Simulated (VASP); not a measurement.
C, 2 atoms in the cell. The structure is monoclinic, space group C2/m (No. 12). Conventional cell: a = 4.255 Å, b = 2.457 Å, c = 3.765 Å, α = 90.00°, β = 111.49°, γ = 90.00°. C (site symmetry m) has 3 C at 1.42 Å within 1.9 Å. 

```yaml
Program: VASP 6.6.1
Task: single point
Functional: PBE0
Potentials_or_basis: VASP PAW PBE potentials, release 64 (C)
Cutoff: 520 eV
k_mesh: 6 × 6 × 4
Occupations: fermi-dirac, width 0.05 eV
Spin: no spin polarisation
Dipole_correction: no
Grid_for_exact_exchange_PRECFOCK: Normal
Further_INCAR_settings: ALGO = Normal; EDIFF = 1e-06; NBANDS = 11
Share_of_exact_exchange: 0.25
```

Potentials or basis: VASP PAW PBE potentials, release 64 (C).

Run with:

```bash
$ cat potpaw_PBE.64/C/POTCAR > POTCAR
$ cp INCAR.step1 INCAR
$ mpirun -np 1 vasp_std > vasp.out
$ cp INCAR.step2 INCAR
$ mpirun -np 1 vasp_std > vasp.out
```

Hardware: 1 thread of Intel Xeon 8259CL, on a shared host.

Question: Estimate the wall time of this run.

Answer: Wall time 13 min on 1 thread of Intel Xeon 8259CL, on a shared host, peak memory 0.13 GiB. Counts: k points 47.
